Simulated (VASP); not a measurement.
# HgTe (I-4m2) in VASP: notebook

HgTe is run at these levels: PBEsol; tasks: single point.

All numbers are computed with VASP 6.6.1; they aren't measurements. Logs are shortened: lines on timing, memory, paths and dates and some standing lists are left out, and cuts for length are marked.

## Step 1: The cell of the first run

Symmetry: I-4m2, No. 119, tetragonal system. The conventional cell has a = 6.127 Å, b = 6.127 Å, c = 2.837 Å, α = 90.00°, β = 90.00°, γ = 90.00°. Hg (site symmetry -4m2) has 2 Hg at 2.84 Å and 8 Te at 3.14 to 3.73 Å within 3.8 Å. Te (site symmetry -4m2) has 2 Te at 2.84 Å and 8 Hg at 3.14 to 3.73 Å within 3.8 Å.

## Step 2: Single point, PBEsol

Input file INCAR:

```
SYSTEM = HgTe
  PREC = Accurate
  ENCUT = 520
  EDIFF = 1E-6
  ISMEAR = 0
  SIGMA = 0.15
  LREAL = .FALSE.
  LASPH = .TRUE.
  NELM = 100
  ALGO = Fast
  ISIF = 2
  LWAVE = .FALSE.
  LCHARG = .FALSE.
  GGA = PS
  NBANDS = 16
```

Input file KPOINTS:

```
Automatic mesh
0
G
  24 24 24
  0 0 0
```

Input file POSCAR:

```
HgTe
1.0
   -3.0635195763      3.0635195763      1.4184280381
    3.0635195763     -3.0635195763      1.4184280381
    3.0635195763      3.0635195763     -1.4184280381
Hg Te
1 1
Direct
    0.2500000000      0.7500000000      0.5000000000
    0.0000000000      0.0000000000      0.0000000000
```

Potentials or basis: VASP PAW PBE potentials, release 64 (Hg, Te).

Command:

```bash
$ cat potpaw_PBE.64/Hg/POTCAR potpaw_PBE.64/Te/POTCAR > POTCAR
$ mpirun -np 1 vasp_std > vasp.out
```

OUTCAR:

```text
SYSTEM = HgTe
   PREC = Accurate
   ENCUT = 520
   EDIFF = 1E-6
   ISMEAR = 0
   LREAL = .FALSE.
   LASPH = .TRUE.
   NELM = 100
   ISIF = 2
   GGA = PS

 ion  position               nearest neighbor table
   1  0.250  0.750  0.500-   2 3.14   2 3.14   2 3.14   2 3.14   2 3.73   2 3.73   2 3.73   2 3.73

   2  0.000  0.000  0.000-   1 3.14   1 3.14   1 3.14   1 3.14   1 3.73   1 3.73   1 3.73   1 3.73

  LATTYP: Found a body centered tetragonal cell.
 ALAT       =     6.1270391526
 C/A-ratio  =     0.4630060304

  Lattice vectors:

 A1 = (  -3.0635195763,   3.0635195763,   1.4184280381)
 A2 = (   3.0635195763,  -3.0635195763,   1.4184280381)
 A3 = (   3.0635195763,   3.0635195763,  -1.4184280381)

Analysis of symmetry for initial positions (statically):
=====================================================================
 Subroutine PRICEL returns:
 Original cell was already a primitive cell.

 Routine SETGRP: Setting up the symmetry group for a
 body centered tetragonal supercell.

 Subroutine GETGRP returns: Found  8 space group operations
 (whereof  8 operations were pure point group operations)
 out of a pool of 16 trial point group operations.

The static configuration has the point symmetry D_2d.

Analysis of symmetry for dynamics (positions and initial velocities):
=====================================================================
 Subroutine PRICEL returns:
 Original cell was already a primitive cell.

 Routine SETGRP: Setting up the symmetry group for a
 body centered tetragonal supercell.

 Subroutine GETGRP returns: Found  8 space group operations
 (whereof  8 operations were pure point group operations)
 out of a pool of 16 trial point group operations.

The dynamic configuration has the point symmetry D_2d.

 Subroutine INISYM returns: Found  8 space group operations
 (whereof  8 operations are pure point group operations),
 and found     1 'primitive' translations

----------------------------------------------------------------------------------------

                                     Primitive cell

  volume of cell :      53.2487

  direct lattice vectors                    reciprocal lattice vectors
    -3.063519576  3.063519576  1.418428038     0.000000000  0.163210969  0.352502902
     3.063519576 -3.063519576  1.418428038     0.163210969  0.000000000  0.352502902
     3.063519576  3.063519576 -1.418428038     0.163210969  0.163210969  0.000000000

[... 83 lines left out ...]
   EDIFF  = 0.1E-05   stopping-criterion for ELM
   LREAL  =      F    real-space projection
   EDIFFG = 0.1E-04   stopping-criterion for IOM
   NSW    =      0    number of steps for IOM
   IBRION =     -1    ionic relax: 0-MD 1-quasi-New 2-CG
   NFREE  =      0    steps in history (QN), initial steepest desc. (CG)
   ISIF   =      2    stress and relaxation
   ISYM   =      2    0-nonsym 1-usesym 2-fastsym
   POTIM  = 0.5000    time-step for ionic-motion
   TEBEG  =    0.0;   TEEND  =   0.0 temperature during run
   PSTRESS=    0.0 pullay stress
   NELECT =      18.0000    total number of electrons
   NUPDOWN=      -1.0000    fix difference up-down
   EMIN   =  10.00;   EMAX   =-10.00  energy-range for DOS
   EFERMI =   0.00;   METHOD = LEGACY
   ISMEAR =     0;   SIGMA  =   0.15  broadening in eV -4-tet -1-fermi 0-gaus
   EFERMI_NEDOS =   21; number of points for ismear=-14 and -15
   IALGO  =     68    algorithm
   IMIX   =      4    mixing-type and parameters
     AMIX     =   0.40;   BMIX     =  1.00
     AMIX_MAG =   1.60;   BMIX_MAG =  1.00
  volume/ion in A,a.u.               =      26.62       179.67
  Fermi-wavevector in a.u.,A,eV,Ry     =   1.140415  2.155071 17.694997  1.300546
  Thomas-Fermi vector in A             =   2.277117
   LORBIT       =      0    0 simple, 1 ext, 2 COOP (PROOUT), +10 PAW based schemes
   GGA     = PS    functional components
   LHFCALC =     F    Hartree Fock is set to
   AEXX    =    0.0000 exact exchange contribution
   IVDW    =     0    specifies the selected vdW correction
   LEPSILON=     F    determine dielectric tensor
   LRPA    =     F    only Hartree local field effects (RPA)
 non-spin polarized calculation
 RMM-DIIS sequential band-by-band and
 Gauss-broadening in eV      SIGMA  =   0.15
  energy-cutoff  :      520.00
  volume of cell :       53.25
 maximum number of plane-waves:      1473
 NGX is ok and might be reduce to    36

 number of electron      18.0000003 magnetization

 Free energy of the ion-electron system (eV)
  ---------------------------------------------------
  ext. energy  EPLUGINS =         0.00000000
  ---------------------------------------------------
  free energy    TOTEN  =        -3.97277683 eV

  energy without entropy =       -3.96453456  energy(sigma->0) =       -3.96865570

 E-fermi :   5.1227     XC(G=0): -10.3626

 val. band max:        5.1217824088   @ k =  -0.3750   0.2500   0.0000
 cond. band min:       5.1231130915   @ k =  -0.2083   0.2917   0.1250
 fundamental gap:      0.0013306826
 Fermi energy:         5.1227117650

 k-point     1 :       0.0000    0.0000    0.0000
  band No.  band energies     occupation
      1      -8.1846      2.00000
      2      -3.1762      2.00000
      3      -1.7715      2.00000
      4      -1.6709      2.00000
      5      -0.9180      2.00000
      6      -0.9180      2.00000
[... 433 lines left out ...]
      3      -2.1717      2.00000
      4      -1.5857      2.00000
      5      -1.3611      2.00000
      6      -1.1710      2.00000
[... 8 lines left out ...]
     15      14.7627      0.00000
     16      15.5155      0.00000

 [... further k-points ...]

------------------------ aborting loop because EDIFF is reached ----------------------------------------

  FORCE on cell =-STRESS in cart. coord.  units (eV):
  Direction    XX          YY          ZZ          XY          YZ          ZX
  --------------------------------------------------------------------------------------
  -------------------------------------------------------------------------------------
  Total       -0.1963552     -0.1963552      3.1590552      0.0000000      0.0000000      0.0000000
  in kB       -5.9080523     -5.9080523     95.0515443      0.0000000      0.0000000      0.0000000
  external PRESSURE =      27.7451465 kB  Pullay stress =       0.0000000 kB

 VOLUME and BASIS-vectors are now :
 -----------------------------------------------------------------------------
  energy-cutoff  :      520.00
  volume of cell :       53.25
      direct lattice vectors                 reciprocal lattice vectors
    -3.063519576  3.063519576  1.418428038     0.000000000  0.163210969  0.352502902
     3.063519576 -3.063519576  1.418428038     0.163210969  0.000000000  0.352502902
     3.063519576  3.063519576 -1.418428038     0.163210969  0.163210969  0.000000000

 POSITION                                       TOTAL-FORCE (eV/Angst)
 -----------------------------------------------------------------------------------
      3.06352     -0.00000      0.70921         0.000000      0.000000     -0.000000
      0.00000      0.00000      0.00000        -0.000000     -0.000000      0.000000
 -----------------------------------------------------------------------------------
    total drift:                                0.000000     -0.000000      0.000000

  FREE ENERGIE OF THE ION-ELECTRON SYSTEM (eV)
  ---------------------------------------------------
  free  energy   TOTEN  =        -3.9727768334 eV

  energy  without entropy=       -3.9645345631  energy(sigma->0) =       -3.96865570
```

OSZICAR:

```text
N       E                     dE             d eps       ncg     rms          rms(c)
DAV:   1     0.998930567518E+02    0.99893E+02   -0.79651E+03 34080   0.982E+02
DAV:   2    -0.122201921203E+01   -0.10112E+03   -0.93959E+02 40232   0.232E+02
DAV:   3    -0.413156478384E+01   -0.29095E+01   -0.29003E+01 42456   0.395E+01
DAV:   4    -0.414415072673E+01   -0.12586E-01   -0.12585E-01 42352   0.280E+00
DAV:   5    -0.414429788219E+01   -0.14716E-03   -0.14715E-03 44280   0.308E-01    0.919E+00
RMM:   6    -0.398132031331E+01    0.16298E+00   -0.30345E-01 34135   0.392E+00    0.589E+00
RMM:   7    -0.397392147500E+01    0.73988E-02   -0.19786E-02 37259   0.824E-01    0.215E+00
RMM:   8    -0.397274790387E+01    0.11736E-02   -0.23932E-03 38745   0.459E-01    0.147E-01
RMM:   9    -0.397277418882E+01   -0.26285E-04   -0.29722E-04 40402   0.138E-01    0.555E-02
RMM:  10    -0.397277692838E+01   -0.27396E-05   -0.44414E-05 39552   0.614E-02    0.173E-02
RMM:  11    -0.397277670255E+01    0.22583E-06   -0.10643E-05 39966   0.278E-02    0.745E-03
RMM:  12    -0.397277683336E+01   -0.13081E-06   -0.24474E-06 30950   0.139E-02
   1 F= -.39727768E+01 E0= -.39686557E+01  d E =-.824227E-02
```

Wall time 28 min (1 thread of Oxide Virtual Turin-like, shared host); peak memory 0.96 GiB.

Results:

```yaml
Free_energy: -3.9728 eV
Pressure: 2.8 GPa
Band_gap_on_the_k_mesh: zero (bands 9 and 10 overlap by 3.78 eV)
```

Caveat: the stress differs along the axes, from -1 to 10 GPa; the PAW data sets were made with another functional, which shifts forces and pressure a little; spin-orbit coupling is left out, which moves the levels of the heavy elements.

## Step 3: Single point, PBEsol

This run uses another cell than the first one, of the same volume but with other edges.

Input file INCAR:

```
  ALGO = Fast
  EDIFF = 1E-6
  ENCUT = 520
  GGA = PS
  ISIF = 2
  ISMEAR = 0
  LASPH = True
  LCHARG = True
  LELF = True
  LREAL = False
  LVHAR = True
  LWAVE = False
  NBANDS = 16
  NELM = 60
  PREC = Accurate
  SIGMA = 0.15
```

Input file KPOINTS:

```
k-points
0
Gamma
  24 24 24
```

Input file POSCAR:

```
HgTe
1.0
   -2.7308628310      2.7308628310      1.7850437068
    2.7308628310     -2.7308628310      1.7850437068
    2.7308628310      2.7308628310     -1.7850437068
Hg Te
1 1
Direct
    0.2500000000      0.7500000000      0.5000000000
    0.0000000000      0.0000000000      0.0000000000
```

Potentials or basis: VASP PAW PBE potentials, release 64 (Hg, Te).

Command:

```bash
$ cat potpaw_PBE.64/Hg/POTCAR potpaw_PBE.64/Te/POTCAR > POTCAR
$ mpirun -np 1 vasp_std > vasp.out
```

OUTCAR:

```text
EDIFF = 1E-6
   ENCUT = 520
   GGA = PS
   ISIF = 2
   ISMEAR = 0
   LASPH = True
   LREAL = False
   NELM = 60
   PREC = Accurate

 ion  position               nearest neighbor table
   1  0.250  0.750  0.500-   2 2.87   2 2.87   2 2.87   2 2.87
   2  0.000  0.000  0.000-   1 2.87   1 2.87   1 2.87   1 2.87

  LATTYP: Found a body centered tetragonal cell.
 ALAT       =     5.4617256620
 C/A-ratio  =     0.6536555723

  Lattice vectors:

 A1 = (  -2.7308628310,   2.7308628310,   1.7850437068)
[... 642 lines left out ...]

------------------------ aborting loop because EDIFF is reached ----------------------------------------

  FORCE on cell =-STRESS in cart. coord.  units (eV):
  Direction    XX          YY          ZZ          XY          YZ          ZX
  --------------------------------------------------------------------------------------
  -------------------------------------------------------------------------------------
  Total        1.2266228      1.2266228      0.0692197      0.0000000     -0.0000000      0.0000000
  in kB       36.9073626     36.9073626      2.0827232      0.0000000     -0.0000000      0.0000000
  external PRESSURE =      25.2991495 kB  Pullay stress =       0.0000000 kB

 VOLUME and BASIS-vectors are now :
 -----------------------------------------------------------------------------
  energy-cutoff  :      520.00
  volume of cell :       53.25
      direct lattice vectors                 reciprocal lattice vectors
    -2.730862831  2.730862831  1.785043707     0.000000000  0.183092316  0.280105186
     2.730862831 -2.730862831  1.785043707     0.183092316  0.000000000  0.280105186
     2.730862831  2.730862831 -1.785043707     0.183092316  0.183092316  0.000000000

 POSITION                                       TOTAL-FORCE (eV/Angst)
 -----------------------------------------------------------------------------------
      2.73086     -0.00000      0.89252        -0.000000      0.000000      0.000000
      0.00000      0.00000      0.00000         0.000000     -0.000000     -0.000000
 -----------------------------------------------------------------------------------
    total drift:                                0.000000     -0.000000     -0.000000

  FREE ENERGIE OF THE ION-ELECTRON SYSTEM (eV)
  ---------------------------------------------------
  free  energy   TOTEN  =        -4.0179262594 eV

  energy  without entropy=       -4.0085237580  energy(sigma->0) =       -4.01322501
```

OSZICAR:

```text
N       E                     dE             d eps       ncg     rms          rms(c)
DAV:   1     0.100259836439E+03    0.10026E+03   -0.79468E+03 34072   0.981E+02
DAV:   2    -0.130386691513E+01   -0.10156E+03   -0.94524E+02 40448   0.233E+02
DAV:   3    -0.422912953384E+01   -0.29253E+01   -0.29140E+01 42152   0.395E+01
DAV:   4    -0.424185018849E+01   -0.12721E-01   -0.12720E-01 43712   0.283E+00
DAV:   5    -0.424199614386E+01   -0.14596E-03   -0.14595E-03 44264   0.306E-01    0.873E+00
RMM:   6    -0.403042309289E+01    0.21157E+00   -0.39828E-01 34082   0.448E+00    0.617E+00
RMM:   7    -0.402007185861E+01    0.10351E-01   -0.26213E-02 36102   0.941E-01    0.241E+00
RMM:   8    -0.401791473408E+01    0.21571E-02   -0.28428E-03 39136   0.516E-01    0.211E-01
RMM:   9    -0.401791682098E+01   -0.20869E-05   -0.43997E-04 40287   0.161E-01    0.586E-02
RMM:  10    -0.401792740036E+01   -0.10579E-04   -0.71249E-05 39484   0.757E-02    0.296E-02
RMM:  11    -0.401792585540E+01    0.15450E-05   -0.23446E-05 39949   0.388E-02    0.806E-03
RMM:  12    -0.401792625944E+01   -0.40404E-06   -0.44024E-06 36996   0.167E-02
   1 F= -.40179263E+01 E0= -.40132250E+01  d E =-.940250E-02
```

Run time: 17 min. Hardware: 1 thread of Oxide Virtual Turin-like, shared host; peak memory 0.95 GiB.

Results:

| Item | Value |
| --- | --- |
| Free energy | -4.0179 eV |
| Pressure | 2.5 GPa |
| Band gap on the k mesh | zero (bands 9 and 10 overlap by 2.97 eV) |

Stress tensor (GPa, compression positive):
```
3.69 0.00 0.00
0.00 3.69 0.00
0.00 0.00 0.21
```

Caveat: the PAW data sets were made with another functional, which shifts forces and pressure a little; spin-orbit coupling is left out, which moves the levels of the heavy elements.
